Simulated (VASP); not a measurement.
## C (a cell with a defect): single point with LDA

System: C (a cell with a defect).

```
C
1.0
     7.14000    0.00000    0.00000
     0.00000    7.14000    0.00000
     0.00000    0.00000    7.14000
C
63
Direct
  0.36419 0.13581 0.86419
  0.63581 0.13581 0.13581
  0.74842 0.24842 0.00042
  0.87609 0.37609 0.12549
  0.74842 0.00042 0.24842
  0.87609 0.12549 0.37609
  0.00000 0.00000 0.00000
  0.12554 0.12443 0.12443
  0.25158 0.24842 0.99958
  0.37557 0.37446 0.12443
  0.50000 0.50000 0.00000
  0.62443 0.62554 0.12443
  0.74842 0.75158 0.99958
  0.87446 0.87557 0.12443
  0.25158 0.99958 0.24842
  0.37557 0.12443 0.37446
  0.50042 0.24842 0.24842
  0.62549 0.37609 0.37609
  0.74982 0.50045 0.24982
  0.87487 0.62513 0.37487
  0.50000 0.00000 0.50000
  0.62443 0.12443 0.62554
  0.74982 0.24982 0.50045
  0.87487 0.37487 0.62513
  0.74842 0.99958 0.75158
  0.87446 0.12443 0.87557
  0.00000 0.50000 0.00000
  0.12391 0.62391 0.12549
  0.25158 0.75158 0.00042
  0.36419 0.86419 0.13581
  0.00045 0.24982 0.24982
  0.12513 0.37487 0.37487
  0.25018 0.49955 0.24982
  0.37451 0.62391 0.37609
  0.49958 0.75158 0.24842
  0.62443 0.87557 0.37446
  0.00000 0.00000 0.50000
  0.12391 0.12549 0.62391
  0.25018 0.24982 0.49955
  0.37451 0.37609 0.62391
  0.50000 0.50000 0.50000
  0.62549 0.62391 0.62391
  0.74982 0.75018 0.49955
  0.87609 0.87451 0.62391
  0.25158 0.00042 0.75158
  0.49958 0.24842 0.75158
  0.62443 0.37446 0.87557
  0.74982 0.49955 0.75018
  0.87609 0.62391 0.87451
  0.99955 0.75018 0.24982
  0.12391 0.87451 0.37609
  0.00000 0.50000 0.50000
  0.12513 0.62513 0.62513
  0.25018 0.75018 0.50045
  0.37557 0.87557 0.62554
  0.99955 0.24982 0.75018
  0.12391 0.37609 0.87451
  0.25018 0.50045 0.75018
  0.37557 0.62554 0.87557
  0.50042 0.75158 0.75158
  0.63581 0.86419 0.86419
  0.00045 0.75018 0.75018
  0.12554 0.87557 0.87557
```

```yaml
Program: VASP 6.6.1
Task: single point
Functional: LDA
Potentials_or_basis: VASP PAW LDA potentials, release 64 (C)
Cutoff: 520 eV
k_mesh: 2 × 2 × 2
Occupations: gaussian, width 0.02 eV
Spin: no spin polarisation
Dipole_correction: no
Further_INCAR_settings: LREAL = Auto; ALGO = Normal; EDIFF = 1e-06; NBANDS = 163
```

The pressure is -11.8 GPa. The largest force is 0.058 eV/Å and the band gap on the k mesh is zero (bands 126 and 127 overlap by 0.24 eV).

Forces in eV/Å, atoms in the order of the input:
```
C    0.034 -0.034  0.034
C   -0.034 -0.034 -0.034
C    0.004  0.004 -0.005
C   -0.020 -0.020 -0.001
C    0.004 -0.005  0.004
C   -0.020 -0.001 -0.020
C    0.000  0.000  0.000
C    0.000 -0.010 -0.010
C   -0.004  0.004  0.005
C    0.010  0.000 -0.010
C    0.000  0.000  0.000
C   -0.010  0.000 -0.010
C    0.004 -0.004  0.005
C    0.000  0.010 -0.010
C   -0.004  0.005  0.004
C    0.010 -0.010  0.000
C   -0.005  0.004  0.004
C   -0.001 -0.020 -0.020
C   -0.016 -0.001 -0.016
C   -0.001  0.001 -0.001
C    0.000  0.000  0.000
C   -0.010 -0.010  0.000
C   -0.016 -0.016 -0.001
C   -0.001 -0.001  0.001
C    0.004  0.005 -0.004
C    0.000 -0.010  0.010
C    0.000  0.000  0.000
C    0.020  0.020 -0.001
C   -0.004 -0.004 -0.005
C    0.034  0.034 -0.034
C   -0.001 -0.016 -0.016
C    0.001 -0.001 -0.001
C    0.016  0.001 -0.016
C    0.001  0.020 -0.020
C    0.005 -0.004  0.004
C   -0.010  0.010  0.000
C    0.000  0.000  0.000
C    0.020 -0.001  0.020
C    0.016 -0.016  0.001
C    0.001 -0.020  0.020
C    0.000  0.000  0.000
C   -0.001  0.020  0.020
C   -0.016  0.016  0.001
C   -0.020  0.001  0.020
C   -0.004 -0.005 -0.004
C    0.005  0.004 -0.004
C   -0.010  0.000  0.010
C   -0.016  0.001  0.016
C   -0.020  0.020  0.001
C    0.001  0.016 -0.016
C    0.020  0.001 -0.020
C    0.000  0.000  0.000
C    0.001  0.001  0.001
C    0.016  0.016 -0.001
C    0.010  0.010  0.000
C    0.001 -0.016  0.016
C    0.020 -0.020  0.001
C    0.016 -0.001  0.016
C    0.010  0.000  0.010
C   -0.005 -0.004 -0.004
C   -0.034  0.034  0.034
C   -0.001  0.016  0.016
C    0.000  0.010  0.010
```

Levels at points of the mesh, in eV from the Fermi level:
| k point | band 123 | band 124 | band 125 | band 126 | band 127 | band 128 |
| --- | --- | --- | --- | --- | --- | --- |
| (0.00, 0.00, 0.00) | -2.17 | -2.17 | -2.17 | 0.24 | 0.24 | 0.24 |
| (0.50, 0.00, 0.00) | -3.40 | -3.40 | -2.33 | -0.34 | 0.01 | 0.01 |
| (0.50, 0.50, 0.00) | -2.71 | -2.47 | -2.37 | -0.48 | 0.10 | 0.10 |
| (0.50, 0.50, 0.50) | -3.34 | -3.32 | -3.32 | 0.11 | 0.11 | 0.11 |

Wall time 3.6 min on 1 thread of Intel(R) Xeon(R) Platinum 8488C (Sapphire Rapids) (shared host), peak memory 0.38 GiB.

Caveat: the k points lie up to 0.44 Å⁻¹ apart.
